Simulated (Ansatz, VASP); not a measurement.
# Na in VASP and in Ansatz

```
CELL_PARAMETERS angstrom
-2.11206 2.11206 2.11206
2.11206 -2.11206 2.11206
2.11206 2.11206 -2.11206
ATOMIC_POSITIONS crystal
Na 0.00000 0.00000 0.00000
```

Change from the starting cell: volume scaled by 0.96.

Alike in both runs: task single point; functional b88 exchange, pbe correlation; k mesh 9 × 9 × 9; occupations fermi-dirac, width 0.05 eV; collinear spin.

|  | VASP | Ansatz |
| --- | --- | --- |
| version | VASP 6.6.1 | Ansatz 0.2.0 |
| potentials or method | VASP PAW PBE potentials, release 64 (Na_pv), cutoff 500 eV | all-electron LAPW, scalar-relativistic |

```tsv
	VASP	Ansatz	Ansatz less VASP
gap on the k mesh at the Fermi level (eV)	none	none	-
pressure (GPa)	0.2	0.2	+0.02
net moment per atom (μB)	0.00	0.00	0.000
```

VASP's potentials were made for PBE, not for b88 exchange, pbe correlation. A gap of «none» marks a metal or a gap that the smearing closes. Ansatz ran all-electron here, and VASP with PAW potentials.
